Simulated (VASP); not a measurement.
Here is a VASP 6.6.1 calculation.

Contents of INCAR:

```
PREC = Accurate
ENCUT = 600
EDIFF = 1E-6
ISMEAR = 0
SIGMA = 0.2
LREAL = F
LASPH = T
NELM = 80
ALGO = Normal
ISIF = 3
LWAVE = F
LCHARG = F
GGA = PE
IBRION = 2
NSW = 36
EDIFFG = -0.08
```

Contents of KPOINTS:

```
regular mesh
0
Gamma
  7 7 2
```

POSCAR

```
Cu5Mo
1.0
    2.6400000000      0.0000000000      0.0000000000
   -1.3200000000      2.2863070700      0.0000000000
    0.0000000000      0.0000000000     12.9300000000
Cu Mo
5 1
Direct
    0.6666666700      0.3333333300      0.8333300000
    0.3333333300      0.6666666700      0.6666700000
    0.3333333300      0.6666666700      0.1666700000
    0.6666666700      0.3333333300      0.3333300000
    0.0000000000      0.0000000000      0.5000000000
    0.0000000000      0.0000000000      0.0000000000
```

Potentials or basis: VASP PAW PBE potentials, release 64 (Cu, Mo_sv).

Command:

```console
$ cat potpaw_PBE.64/Cu/POTCAR potpaw_PBE.64/Mo_sv/POTCAR > POTCAR
$ mpirun -np 1 vasp_std > vasp.out
```

**Question.** Predict the space group after relaxing (to 0.1 Å).

**Answer.** P-3m1 (No. 164).

**Question.** Predict the band gap on the k mesh.

**Answer.** Zero (an odd number of electrons rules out a gap without spin polarisation).

**Question.** Estimate the relaxed volume.

**Answer.** 12.96 Å³/atom.

**Question.** What does it give for the relaxed cell?

**Answer.** a = 2.642 Å, b = 2.642 Å, c = 12.864 Å, α = 90.00°, β = 90.00°, γ = 120.00°.

Stress tensor (GPa, compression positive):
```
0.05 0.00 0.00
0.00 0.05 0.00
0.00 0.00 0.33
```

Caveat: the k points lie up to 0.39 Å⁻¹ apart in the final cell, too coarse for converged energies and pressures of a metal.
